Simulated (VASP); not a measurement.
Wanted: the native input for a VASP 6.6.1 run.

```
Task                   : single point
Functional             : PBEsol
Potentials or basis    : VASP PAW PBE potentials, release 64 (N)
Cutoff                 : 520 eV
k mesh                 : 20 × 20 × 20
Occupations            : gaussian, width 0.1 eV
Spin                   : no spin polarisation
Dipole correction      : no
Further INCAR settings : ALGO = Normal; EDIFF = 1e-07; NBANDS = 8
```

The structure of N lies in POSCAR:

```
N
1.0
    0.0000000000      1.4933499170      1.5399641753
    1.4933499170      0.0000000000      1.5399641753
    1.4933499170      1.4933499170      0.0000000000
N
1
Direct
    0.0000000000      0.0000000000      0.0000000000
```

This cell differs from its parent crystal: strained.

These files were run (other wordings do the same):

INCAR

```
SYSTEM = N
PREC = Accurate
ENCUT = 520
EDIFF = 1E-7
ISMEAR = 0
SIGMA = 0.1
LREAL = .FALSE.
LASPH = .TRUE.
NELM = 60
ALGO = Normal
ISIF = 2
LWAVE = .FALSE.
LCHARG = .TRUE.
GGA = PS
LELF = .TRUE.
LVHAR = .TRUE.
NBANDS = 8
```

KPOINTS

```
regular mesh
0
G
  20 20 20
  0 0 0
```

Potentials or basis: VASP PAW PBE potentials, release 64 (N).

Launch:

```sh
$ cat potpaw_PBE.64/N/POTCAR > POTCAR
$ mpirun -np 1 vasp_std > vasp.out
```

Results of the run:

```
Pressure : 10.8 GPa
```

Caveat: the cell differs from its parent crystal (strained); the PAW data sets were made with another functional, which shifts forces and pressure a little.

Run time: 8.5 s on 1 thread of Intel(R) Xeon(R) Platinum 8559C (Emerald Rapids), with other jobs on the host, peak memory 0.13 GiB.
